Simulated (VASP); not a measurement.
# NaCl (Pm-3m) in VASP: further runs, part 2 of 2

VASP 6.6.1. The steps go on from the part before.

## Step 3: Single point, r2SCAN

This run uses another cell than the first one, of 20.70 Å³/atom, 0.943 times its volume.

Input file POSCAR:

```
NaCl
1.0
    3.4595458349      0.0000000000      0.0000000000
    0.0000000000      3.4595458349      0.0000000000
    0.0000000000      0.0000000000      3.4595458349
Na Cl
1 1
Direct
    0.0000000000      0.0000000000      0.0000000000
    0.5000000000      0.5000000000      0.5000000000
```

Input file INCAR.step1:

```
ALGO = Normal
EDIFF = 1E-4
ENCUT = 520
GGA = PE
ISMEAR = 0
LASPH = True
LCHARG = False
LREAL = False
LWAVE = True
NBANDS = 14
NELM = 100
PREC = Accurate
SIGMA = 0.01
```

Input file INCAR.step2:

```
ALGO = Normal
EDIFF = 1E-6
ENCUT = 520
ISIF = 2
ISMEAR = 0
ISTART = 1
LASPH = True
LCHARG = False
LMIXTAU = True
LREAL = False
LWAVE = False
METAGGA = R2SCAN
NBANDS = 14
NELM = 100
PREC = Accurate
SIGMA = 0.01
```

Input file KPOINTS:

```
k-points
0
Gamma
  8 8 8
```

Potentials or basis: VASP PAW PBE potentials, release 64 (Na_pv, Cl).

Command:

```sh
$ cat potpaw_PBE.64/Na_pv/POTCAR potpaw_PBE.64/Cl/POTCAR > POTCAR
$ cp INCAR.step1 INCAR
$ mpirun -np 1 vasp_std > vasp.out
$ cp INCAR.step2 INCAR
$ mpirun -np 1 vasp_std > vasp.out
```

OUTCAR:

```text
EDIFF = 1E-6
   ENCUT = 520
   ISIF = 2
   ISMEAR = 0
   ISTART = 1
   LASPH = True
   LREAL = False
   METAGGA = R2SCAN
   NELM = 100
   PREC = Accurate

 ion  position               nearest neighbor table
   1  0.000  0.000  0.000-
   2  0.500  0.500  0.500-

  LATTYP: Found a simple cubic cell.
 ALAT       =     3.4595458349

  Lattice vectors:

 A1 = (   3.4595458349,   0.0000000000,   0.0000000000)
 A2 = (   0.0000000000,   3.4595458349,   0.0000000000)
 A3 = (   0.0000000000,   0.0000000000,   3.4595458349)

Analysis of symmetry for initial positions (statically):
=====================================================================
 Subroutine PRICEL returns:
 Original cell was already a primitive cell.

 Routine SETGRP: Setting up the symmetry group for a
 simple cubic supercell.

 Subroutine GETGRP returns: Found 48 space group operations
 (whereof 48 operations were pure point group operations)
 out of a pool of 48 trial point group operations.

The static configuration has the point symmetry O_h .

[... 165 lines left out ...]
 fundamental gap:      4.9508268658
 Fermi energy:         0.4711052572

 k-point     1 :       0.0000    0.0000    0.0000
  band No.  band energies     occupation
      1     -22.4987      2.00000
      2     -22.4987      2.00000
      3     -22.4987      2.00000
      4     -13.7982      2.00000
      5      -0.2387      2.00000
      6      -0.2387      2.00000
      7      -0.2387      2.00000
      8       5.2483      0.00000
      9       9.4370      0.00000
     10       9.4370      0.00000
     11      17.0979      0.00000
     12      17.0979      0.00000
     13      17.0979      0.00000
     14      17.6147      0.00000
[... 377 lines left out ...]
      1     -22.5330      2.00000
      2     -22.5261      2.00000
      3     -22.4969      2.00000
      4     -13.0997      2.00000
      5      -2.1929      2.00000
      6      -1.8238      2.00000
      7      -0.1062      2.00000
      8       7.1098      0.00000
      9      10.6498      0.00000
     10      10.9182      0.00000
     11      12.2536      0.00000
     12      14.8440      0.00000
     13      14.9318      0.00000
     14      18.3071      0.00000

 [... further k-points ...]
[... 5 lines left out ...]
  --------------------------------------------------------------------------------------
  -------------------------------------------------------------------------------------
  Total       -0.0702470     -0.0702470     -0.0702470     -0.0000000      0.0000000      0.0000000
  in kB       -2.7181981     -2.7181981     -2.7181981     -0.0000000      0.0000000      0.0000000
  external PRESSURE =      -2.7181981 kB  Pullay stress =       0.0000000 kB

 VOLUME and BASIS-vectors are now :
 -----------------------------------------------------------------------------
  energy-cutoff  :      520.00
  volume of cell :       41.41
      direct lattice vectors                 reciprocal lattice vectors
     3.459545835  0.000000000  0.000000000     0.289055283  0.000000000  0.000000000
     0.000000000  3.459545835  0.000000000     0.000000000  0.289055283  0.000000000
     0.000000000  0.000000000  3.459545835     0.000000000  0.000000000  0.289055283

 POSITION                                       TOTAL-FORCE (eV/Angst)
 -----------------------------------------------------------------------------------
      0.00000      0.00000      0.00000         0.000000      0.000000      0.000000
      1.72977      1.72977      1.72977         0.000000      0.000000      0.000000
 -----------------------------------------------------------------------------------
    total drift:                               -0.000000      0.000000      0.000000

  FREE ENERGIE OF THE ION-ELECTRON SYSTEM (eV)
  ---------------------------------------------------
  free  energy   TOTEN  =       -13.4657433704 eV

  energy  without entropy=      -13.4657433704  energy(sigma->0) =      -13.46574337
```

OUTCAR.step1:

```text
EDIFF = 1E-4
   ENCUT = 520
   GGA = PE
   ISMEAR = 0
   LASPH = True
[... 629 lines left out ...]
 -----------------------------------------------------------------------------------
      0.00000      0.00000      0.00000         0.000000      0.000000      0.000000
      1.72977      1.72977      1.72977         0.000000      0.000000      0.000000
 -----------------------------------------------------------------------------------
    total drift:                               -0.000000      0.000000      0.000000

  FREE ENERGIE OF THE ION-ELECTRON SYSTEM (eV)
  ---------------------------------------------------
  free  energy   TOTEN  =        -6.4627875621 eV

  energy  without entropy=       -6.4627875621  energy(sigma->0) =       -6.46278756
```

OSZICAR.step1:

```text
N       E                     dE             d eps       ncg     rms          rms(c)
DAV:   1     0.100189215408E+03    0.10019E+03   -0.71844E+03  1002   0.102E+03
DAV:   2     0.984108846151E+00   -0.99205E+02   -0.90241E+02  1088   0.275E+02
DAV:   3    -0.659712181156E+01   -0.75812E+01   -0.75339E+01  1250   0.712E+01
DAV:   4    -0.670831755489E+01   -0.11120E+00   -0.11116E+00  1100   0.921E+00
DAV:   5    -0.671066704314E+01   -0.23495E-02   -0.23494E-02  1344   0.137E+00    0.234E+00
DAV:   6    -0.649184919799E+01    0.21882E+00   -0.29387E-01  1252   0.342E+00    0.167E+00
DAV:   7    -0.646282666715E+01    0.29023E-01   -0.90582E-02  1368   0.183E+00    0.115E+00
DAV:   8    -0.646295997784E+01   -0.13331E-03   -0.10665E-02  1046   0.940E-01    0.432E-01
DAV:   9    -0.646272025324E+01    0.23972E-03   -0.46436E-04  1220   0.162E-01    0.192E-01
DAV:  10    -0.646278756207E+01   -0.67309E-04   -0.21704E-04  1052   0.111E-01
   1 F= -.64627876E+01 E0= -.64627876E+01  d E =-.840860E-26
```

It took 27 s on 1 thread of Intel Xeon 6975P-C (Granite Rapids), shared host; peak memory 0.16 GiB.

What came out:

```yaml
Free_energy: -13.4657 eV
Pressure: -0.3 GPa
Band_gap_on_the_k_mesh: 4.95 eV, indirect (least direct gap 5.49 eV)
```

Caveat: the PAW data sets were made with another functional, which shifts forces and pressure a little. A k mesh can miss the band edges.
